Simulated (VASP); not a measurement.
# Ir (P6_3/mmc) in VASP: notebook, part 2 of 2

VASP 6.6.1. The steps go on from the part before.

### 3 Relaxation of cell and atoms, LDA, target pressure 10 GPa, at which the enthalpy is minimised

The input, INCAR:

```
PREC = Accurate ; ENCUT = 600
EDIFF = 1E-7 ; ISMEAR = 1
SIGMA = 0.05 ; LREAL = F
LASPH = T ; NELM = 80
ALGO = Normal ; ISIF = 3
LWAVE = F ; LCHARG = F
GGA = CA ; IBRION = 2
NSW = 80 ; EDIFFG = -0.02
PSTRESS = 100.0
```

The input, KPOINTS:

```
regular mesh
0
Gamma
  10 10 6
```

The input, POSCAR:

```
Ir
1.0
    2.7513778900      0.0000000000      0.0000000000
   -1.3756889500      2.3827631500      0.0000000000
    0.0000000000      0.0000000000      4.4622900000
Ir
2
Direct
    0.6666666700      0.3333333300      0.7500000000
    0.3333333300      0.6666666700      0.2500000000
```

Potentials or basis: VASP PAW LDA potentials, release 64 (Ir).

On the command line:

```bash
> cat potpaw_LDA.64/Ir/POTCAR > POTCAR
> mpirun -np 1 vasp_std > vasp.out
```

OUTCAR:

```text
PREC = Accurate
   ENCUT = 600
   EDIFF = 1E-7
   ISMEAR = 1
   LREAL = F
   LASPH = T
   NELM = 80
   ISIF = 3
   GGA = CA
   IBRION = 2
   NSW = 80
   EDIFFG = -0.02
   PSTRESS = 100.0

 ion  position               nearest neighbor table
   1  0.667  0.333  0.750-   2 2.74   2 2.74   2 2.74   2 2.74   2 2.74   2 2.74
   2  0.333  0.667  0.250-   1 2.74   1 2.74   1 2.74   1 2.74   1 2.74   1 2.74

  LATTYP: Found a hexagonal cell.
 ALAT       =     2.7513778900
 C/A-ratio  =     1.6218382855

  Lattice vectors:

 A1 = (   2.7513778900,   0.0000000000,   0.0000000000)
 A2 = (  -1.3756889500,   2.3827631500,   0.0000000000)
 A3 = (   0.0000000000,   0.0000000000,   4.4622900000)

Analysis of symmetry for initial positions (statically):
=====================================================================
 Subroutine PRICEL returns:
 Original cell was already a primitive cell.

 Routine SETGRP: Setting up the symmetry group for a
 hexagonal supercell.

 Subroutine GETGRP returns: Found 24 space group operations
 (whereof 12 operations were pure point group operations)
 out of a pool of 24 trial point group operations.

The static configuration has the point symmetry D_3d.
 The point group associated with its full space group is D_6h.

Analysis of symmetry for dynamics (positions and initial velocities):
=====================================================================
 Subroutine PRICEL returns:
 Original cell was already a primitive cell.

 Routine SETGRP: Setting up the symmetry group for a
 hexagonal supercell.

 Subroutine GETGRP returns: Found 24 space group operations
 (whereof 12 operations were pure point group operations)
 out of a pool of 24 trial point group operations.

The dynamic configuration has the point symmetry D_3d.
 The point group associated with its full space group is D_6h.

 Subroutine INISYM returns: Found 24 space group operations
 (whereof 12 operations are pure point group operations),
 and found     1 'primitive' translations

----------------------------------------------------------------------------------------

                                     Primitive cell

  volume of cell :      29.2542

  direct lattice vectors                    reciprocal lattice vectors
     2.751377890  0.000000000  0.000000000     0.363454255  0.209840412  0.000000000
    -1.375688950  2.382763150  0.000000000     0.000000000  0.419680823  0.000000000
     0.000000000  0.000000000  4.462290000     0.000000000  0.000000000  0.224100182

  length of vectors
     2.751377890  2.751377894  4.462290000     0.419680824  0.419680823  0.224100182

  position of ions in fractional coordinates (direct lattice)
     0.666666670  0.333333330  0.750000000
     0.333333330  0.666666670  0.250000000

  ion indices of the primitive-cell ions
   primitive index   ion index
                 1           1
                 2           2

----------------------------------------------------------------------------------------

 KPOINTS: regular mesh

Automatic generation of k-mesh.
 Grid dimensions read from file:
 generate k-points for:   10   10    6

 Generating k-lattice:

  Cartesian coordinates                     Fractional coordinates (reciprocal lattice)
     0.036345425  0.020984041  0.000000000     0.100000000  0.000000000  0.000000000
     0.000000000  0.041968082  0.000000000     0.000000000  0.100000000  0.000000000
     0.000000000  0.000000000  0.037350030     0.000000000  0.000000000  0.166666667

  Length of vectors
     0.041968082  0.041968082  0.037350030

  Shift w.r.t. Gamma in fractional coordinates (k-lattice)
     0.000000000  0.000000000  0.000000000

 Subroutine IBZKPT returns following result:
 ===========================================

 Found     56 irreducible k-points:

 Following reciprocal coordinates:
            Coordinates               Weight
  0.000000  0.000000  0.000000      1.000000
  0.100000 -0.000000  0.000000      6.000000
  0.200000 -0.000000  0.000000      6.000000
  0.300000 -0.000000  0.000000      6.000000
  0.400000 -0.000000  0.000000      6.000000
  0.500000 -0.000000  0.000000      3.000000
[... 16 lines left out ...]
  0.300000  0.100000  0.166667     24.000000
  0.400000  0.100000  0.166667     24.000000
 [... further k-points ...]
   k-points           NKPTS =     56   k-points in BZ     NKDIM =     56   number of bands    NBANDS=     13
   number of dos      NEDOS =    301   number of ions     NIONS =      2
   total plane-waves  NPLWV =  20736
   dimension x,y,z NGX =    24 NGY =   24 NGZ =   36
   dimension x,y,z NGXF=    48 NGYF=   48 NGZF=   72
   ions per type =               2
   NGX,Y,Z   is equivalent  to a cutoff of  14.50, 14.50, 13.41 a.u.
   NGXF,Y,Z  is equivalent  to a cutoff of  29.00, 29.00, 26.82 a.u.
 SYSTEM =  unknown system
   PREC   = accura    normal or accurate (medium, high low for compatibility)
   ISTART =      0    job   : 0-new  1-cont  2-samecut
   ICHARG =      2    charge: 1-file 2-atom 10-const
   ISPIN  =      1    spin polarized calculation?
   LNONCOLLINEAR =      F non collinear calculations
   LSORBIT =      F    spin-orbit coupling
   LASPH  =      T    aspherical Exc in radial PAW
   ENCUT  =  600.0 eV  44.10 Ry    6.64 a.u.   5.50  5.50  8.91*2*pi/ulx,y,z
   NELM   =     80;   NELMIN=  2; NELMDL= -5     # of ELM steps
   EDIFF  = 0.1E-06   stopping-criterion for ELM
   LREAL  =      F    real-space projection
   EDIFFG = -.2E-01   stopping-criterion for IOM
   NSW    =     80    number of steps for IOM
   IBRION =      2    ionic relax: 0-MD 1-quasi-New 2-CG
   NFREE  =      1    steps in history (QN), initial steepest desc. (CG)
   ISIF   =      3    stress and relaxation
   ISYM   =      2    0-nonsym 1-usesym 2-fastsym
   POTIM  = 0.5000    time-step for ionic-motion
   TEBEG  =    0.0;   TEEND  =   0.0 temperature during run
   PSTRESS=  100.0 pullay stress
   NELECT =      18.0000    total number of electrons
   NUPDOWN=      -1.0000    fix difference up-down
   EMIN   =  10.00;   EMAX   =-10.00  energy-range for DOS
   EFERMI =   0.00;   METHOD = LEGACY
   ISMEAR =     1;   SIGMA  =   0.05  broadening in eV -4-tet -1-fermi 0-gaus
   EFERMI_NEDOS =   21; number of points for ismear=-14 and -15
   IALGO  =     38    algorithm
   IMIX   =      4    mixing-type and parameters
     AMIX     =   0.40;   BMIX     =  1.00
     AMIX_MAG =   1.60;   BMIX_MAG =  1.00
  volume/ion in A,a.u.               =      14.63        98.71
  Fermi-wavevector in a.u.,A,eV,Ry     =   1.392417  2.631287 26.379323  1.938826
  Thomas-Fermi vector in A             =   2.516162
   LORBIT       =      0    0 simple, 1 ext, 2 COOP (PROOUT), +10 PAW based schemes
   GGA     = CA    functional components
   LHFCALC =     F    Hartree Fock is set to
   AEXX    =    0.0000 exact exchange contribution
   IVDW    =     0    specifies the selected vdW correction
   LEPSILON=     F    determine dielectric tensor
   LRPA    =     F    only Hartree local field effects (RPA)
 conjugate gradient relaxation of ions
 non-spin polarized calculation
 Methfessel and Paxton  Order N= 1 SIGMA  =   0.05
  energy-cutoff  :      600.00
  volume of cell :       29.25
 maximum number of plane-waves:      1002
 NGX is ok and might be reduce to    24
   NGX = 11   NGY = 11   NGZ = 17

--------------------------------------- Ionic step        1  -------------------------------------------

 number of electron      17.9999998 magnetization

 Free energy of the ion-electron system (eV)
  ---------------------------------------------------
  ext. energy  EPLUGINS =         0.00000000
  ---------------------------------------------------
  free energy    TOTEN  =       -20.42251137 eV

  energy without entropy =      -20.42148977  energy(sigma->0) =      -20.42217084

 E-fermi :   9.8980     XC(G=0): -13.9456

 val. band max:        9.8682129745   @ k =   0.3000   0.3000   0.3333
 cond. band min:       9.8992816243   @ k =   0.4000  -0.0000   0.1667
 fundamental gap:      0.0310686498
 Fermi energy:         9.8979937665

 k-point     1 :       0.0000    0.0000    0.0000
  band No.  band energies     occupation
      1      -1.0214      2.00000
      2       1.9873      2.00000
      3       6.0734      2.00000
      4       6.1625      2.00000
      5       6.1625      2.00000
      6       6.7883      2.00000
      7       6.7883      2.00000
      8       7.5771      2.00000
      9       7.5771      2.00000
     10       9.1599      2.00000
     11      10.1168     -0.00000
     12      10.1168     -0.00000
     13      16.6299      0.00000
[... 555 lines left out ...]
  enthalpy is  TOTEN    =       -18.7624543541 eV   P V=        1.7055903212

--------------------------------------- Ionic step        6  -------------------------------------------

 number of electron      17.9999999 magnetization

 Free energy of the ion-electron system (eV)
  ---------------------------------------------------
  ext. energy  EPLUGINS =         0.00000000
  ---------------------------------------------------
  free energy    TOTEN  =       -20.46959972 eV

  energy without entropy =      -20.46786968  energy(sigma->0) =      -20.46902304

 E-fermi :  11.1248     XC(G=0): -14.3395

 val. band max:       11.1093087008   @ k =   0.3000   0.1000   0.1667
 cond. band min:      11.1277776702   @ k =   0.4000   0.1000   0.1667
 fundamental gap:      0.0184689694
 Fermi energy:        11.1248038758

 k-point     1 :       0.0000    0.0000    0.0000
  band No.  band energies     occupation
      1      -0.5497      2.00000
      2       2.4326      2.00000
      3       6.7364      2.00000
      4       6.9604      2.00000
      5       6.9604      2.00000
      6       7.6305      2.00000
      7       7.6305      2.00000
      8       8.6609      2.00000
      9       8.6609      2.00000
     10      10.0665      2.00000
     11      11.3754     -0.00000
     12      11.3754     -0.00000
     13      18.3191      0.00000
[... 397 lines left out ...]
  FREE ENERGIE OF THE ION-ELECTRON SYSTEM (eV)
  ---------------------------------------------------
  free  energy   TOTEN  =       -20.4695997216 eV

  energy  without entropy=      -20.4678696826  energy(sigma->0) =      -20.46902304

  enthalpy is  TOTEN    =       -18.7639857715 eV   P V=        1.7056139501

 reached required accuracy - stopping structural energy minimisation
```

OSZICAR:

```text
N       E                     dE             d eps       ncg     rms          rms(c)
DAV:   1     0.161842309680E+03    0.16184E+03   -0.93064E+03  1456   0.155E+03
[... 54 lines left out ...]
       N       E                     dE             d eps       ncg     rms          rms(c)
DAV:   1    -0.204750293114E+02   -0.69847E-02   -0.42215E-01  1546   0.576E+00    0.383E-01
DAV:   2    -0.204707672887E+02    0.42620E-02   -0.73978E-03  1851   0.957E-01    0.173E-01
DAV:   3    -0.204696335310E+02    0.11338E-02   -0.16582E-03  1571   0.373E-01    0.867E-02
DAV:   4    -0.204696012548E+02    0.32276E-04   -0.13722E-04  1738   0.173E-01    0.180E-02
DAV:   5    -0.204695996964E+02    0.15584E-05   -0.47907E-06  1624   0.200E-02    0.534E-03
DAV:   6    -0.204695997216E+02   -0.25205E-07   -0.39001E-07  1493   0.514E-03
   6 F= -.18763986E+02 E0= -.18763409E+02  d E =-.153142E-02
```

CONTCAR:

```text
Ir
   1.00000000000000
     2.6780453558132691   -0.0000000000868738    0.0000000000000000
    -1.3390226828486045    2.3192553125202005    0.0000000000000000
     0.0000000000000000   -0.0000000000000000    4.3997179236986623
  Ir
     2
Direct
     0.6666666699999979    0.3333333300000021    0.7500000000000000
     0.3333333300000021    0.6666666699999979    0.2500000000000000

  0.00000000E+00  0.00000000E+00  0.00000000E+00
  0.00000000E+00  0.00000000E+00  0.00000000E+00
```

It took 1.9 min on 1 thread of Intel Xeon 8259CL, shared host; peak memory 0.17 GiB.

What came out:

```
Free energy                                                : -20.4696 eV
Relaxed volume                                             : 13.66 Å³/atom
Relaxed cell                                               : a = 2.678 Å, b = 2.678 Å, c = 4.400 Å, α = 90.00°, β = 90.00°, γ = 120.00°
Space group after relaxing (to 0.1 Å)                      : P6_3/mmc (No. 194)
Energy change on relaxing (the run minimises the enthalpy) : -23.5 meV/atom
Ionic steps                                                : 6
Pressure after relaxing                                    : 10.1 GPa
Band gap on the k mesh                                     : zero (bands 9 and 10 overlap by 3.44 eV)
```

Stress tensor (GPa, compression positive):
```
10.17  0.00  0.00
 0.00 10.17  0.00
 0.00  0.00  9.93
```

The path:
```tsv
step	energy change (eV)	largest force (eV/Å)	pressure (GPa)	volume (Å³)
1	0.0000	0.0000	-15.76	29.25
2	4.7460	0.0000	275.63	20.38
3	-0.0580	0.0000	6.11	27.58
4	-0.0509	0.0000	8.57	27.42
5	-0.0455	0.0000	10.09	27.33
6	-0.0471	0.0000	10.09	27.33
```

Final structure:
```yaml
crystal:
  lattice:
    - [2.67805, 0.00000, 0.00000]
    - [-1.33902, 2.31926, 0.00000]
    - [0.00000, 0.00000, 4.39972]
  atoms:
    - { symbol: Ir, position: [0.66667, 0.33333, 0.75000] }
    - { symbol: Ir, position: [0.33333, 0.66667, 0.25000] }
```

Caveat: the cell is relaxed towards a set pressure, so the run minimises the enthalpy, not the energy; spin-orbit coupling is left out, which moves the levels of the heavy elements.
